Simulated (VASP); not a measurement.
# PbO2 (fluorite type) (Fm-3m) in VASP: further runs, part 2 of 2

VASP 6.6.1.

## 3. Single point, r2SCAN

POSCAR

```
PbO2
1.0
    0.0000000000      2.7144420670      2.7144420670
    2.7144420670      0.0000000000      2.7144420670
    2.7144420670      2.7144420670      0.0000000000
Pb O
1 2
Direct
    0.0000000000      0.0000000000      0.0000000000
    0.2500000000      0.2500000000      0.2500000000
    0.7500000000      0.7500000000      0.7500000000
```

INCAR.step1

```
SYSTEM = PbO2
ALGO = Normal ; EDIFF = 1E-4
ENCUT = 520 ; GGA = PE
ISMEAR = -1 ; LASPH = .TRUE.
LCHARG = .FALSE. ; LREAL = .FALSE.
LWAVE = .TRUE. ; NBANDS = 20
NELM = 100 ; PREC = Accurate
SIGMA = 0.1
```

INCAR.step2

```
SYSTEM = PbO2
ALGO = Normal ; EDIFF = 1E-7
ENCUT = 520 ; ISIF = 2
ISMEAR = -1 ; ISTART = 1
LASPH = .TRUE. ; LCHARG = .FALSE.
LMIXTAU = .TRUE. ; LREAL = .FALSE.
LWAVE = .FALSE. ; METAGGA = R2SCAN
NBANDS = 20 ; NELM = 100
PREC = Accurate ; SIGMA = 0.1
```

KPOINTS

```
k-points
0
G
  11 11 11
  0 0 0
```

Potentials or basis: VASP PAW PBE potentials, release 64 (Pb_d, O).

Run with:

```
$ cat potpaw_PBE.64/Pb_d/POTCAR potpaw_PBE.64/O/POTCAR > POTCAR
$ cp INCAR.step1 INCAR
$ mpirun -np 1 vasp_std > vasp.out
$ cp INCAR.step2 INCAR
$ mpirun -np 1 vasp_std > vasp.out
```

OUTCAR:

```text
SYSTEM = PbO2
   EDIFF = 1E-7
   ENCUT = 520
   ISIF = 2
   ISMEAR = -1
   ISTART = 1
   LASPH = .TRUE.
   LREAL = .FALSE.
   METAGGA = R2SCAN
   NELM = 100
   PREC = Accurate

 ion  position               nearest neighbor table
   1  0.000  0.000  0.000-   3 2.35   3 2.35   2 2.35   2 2.35   3 2.35   2 2.35   3 2.35   2 2.35

   2  0.250  0.250  0.250-   1 2.35   1 2.35   1 2.35   1 2.35
   3  0.750  0.750  0.750-   1 2.35   1 2.35   1 2.35   1 2.35

  LATTYP: Found a face centered cubic cell.
 ALAT       =     5.4288841340

  Lattice vectors:

 A1 = (   0.0000000000,   2.7144420670,   2.7144420670)
 A2 = (   2.7144420670,   0.0000000000,   2.7144420670)
 A3 = (   2.7144420670,   2.7144420670,   0.0000000000)

Analysis of symmetry for initial positions (statically):
=====================================================================
 Subroutine PRICEL returns:
 Original cell was already a primitive cell.

 Routine SETGRP: Setting up the symmetry group for a
 face centered cubic supercell.

 Subroutine GETGRP returns: Found 48 space group operations
 (whereof 48 operations were pure point group operations)
 out of a pool of 48 trial point group operations.
[... 159 lines left out ...]
  ext. energy  EPLUGINS =         0.00000000
  ---------------------------------------------------
  free energy    TOTEN  =       -70.73842406 eV

  energy without entropy =      -70.72430878  energy(sigma->0) =      -70.73136642

 E-fermi :   5.2605     XC(G=0): -11.8226

 val. band max:        5.0707018437   @ k =  -0.2727   0.4545   0.1818
 cond. band min:       5.3577151894   @ k =  -0.0909   0.0909   0.0000
 fundamental gap:      0.2870133457
 Fermi energy:         5.2605181314

 k-point     1 :       0.0000    0.0000    0.0000
  band No.  band energies     occupation
      1     -14.2447      2.00000
      2     -11.5910      2.00000
      3     -11.0550      2.00000
      4     -11.0550      2.00000
      5     -11.0550      2.00000
      6     -10.8223      2.00000
[... 541 lines left out ...]
     19      20.7854      0.00000
     20      22.5352      0.00000

 [... further k-points ...]
[... 5 lines left out ...]
  --------------------------------------------------------------------------------------
  -------------------------------------------------------------------------------------
  Total       -1.8917279     -1.8917279     -1.8917279      0.0000000     -0.0000000      0.0000000
  in kB      -75.7700420    -75.7700420    -75.7700420      0.0000000     -0.0000000      0.0000000
  external PRESSURE =     -75.7700420 kB  Pullay stress =       0.0000000 kB

 VOLUME and BASIS-vectors are now :
 -----------------------------------------------------------------------------
  energy-cutoff  :      520.00
  volume of cell :       40.00
      direct lattice vectors                 reciprocal lattice vectors
     0.000000000  2.714442067  2.714442067    -0.184199916  0.184199916  0.184199916
     2.714442067  0.000000000  2.714442067     0.184199916 -0.184199916  0.184199916
     2.714442067  2.714442067  0.000000000     0.184199916  0.184199916 -0.184199916

 POSITION                                       TOTAL-FORCE (eV/Angst)
 -----------------------------------------------------------------------------------
      0.00000      0.00000      0.00000         0.000000      0.000000      0.000000
      1.35722      1.35722      1.35722        -0.000000      0.000000     -0.000000
      4.07166      4.07166      4.07166         0.000000     -0.000000      0.000000
 -----------------------------------------------------------------------------------
    total drift:                                0.000000     -0.000000      0.000000

  FREE ENERGIE OF THE ION-ELECTRON SYSTEM (eV)
  ---------------------------------------------------
  free  energy   TOTEN  =       -70.7384240559 eV

  energy  without entropy=      -70.7243087849  energy(sigma->0) =      -70.73136642
```

OUTCAR.step1:

```text
SYSTEM = PbO2
   EDIFF = 1E-4
   ENCUT = 520
   GGA = PE
   ISMEAR = -1
   LASPH = .TRUE.
   LREAL = .FALSE.
   NELM = 100
[... 775 lines left out ...]
      0.00000      0.00000      0.00000        -0.000000     -0.000000     -0.000000
      1.35722      1.35722      1.35722        -0.000000     -0.000000     -0.000000
      4.07166      4.07166      4.07166         0.000000      0.000000      0.000000
 -----------------------------------------------------------------------------------
    total drift:                                0.000000     -0.000000      0.000000

  FREE ENERGIE OF THE ION-ELECTRON SYSTEM (eV)
  ---------------------------------------------------
  free  energy   TOTEN  =       -15.6194635253 eV

  energy  without entropy=      -15.6012434819  energy(sigma->0) =      -15.61035350
```

It took 2.7 min on 1 thread of Intel Xeon Platinum 8488C (Sapphire Rapids), shared host; peak memory 0.2 GiB.

Results:

```
Free energy            : -70.7384 eV
Pressure               : -7.6 GPa
Band gap on the k mesh : zero (bands 13 and 14 overlap by 1.16 eV)
```

Levels at points of the mesh, in eV from the Fermi level:
```tsv
k point	band 9	band 10	band 11	band 12	band 13	band 14	band 15	band 16	band 17	band 18
(0.00, 0.00, 0.00)	-2.15	-2.15	-2.15	-1.35	-1.35	-1.35	7.42	7.42	7.42	11.73
```

Caveat: the cell stands under tension; the PAW data sets were made with another functional, which shifts forces and pressure a little; spin-orbit coupling is left out, which moves the levels of the heavy elements.
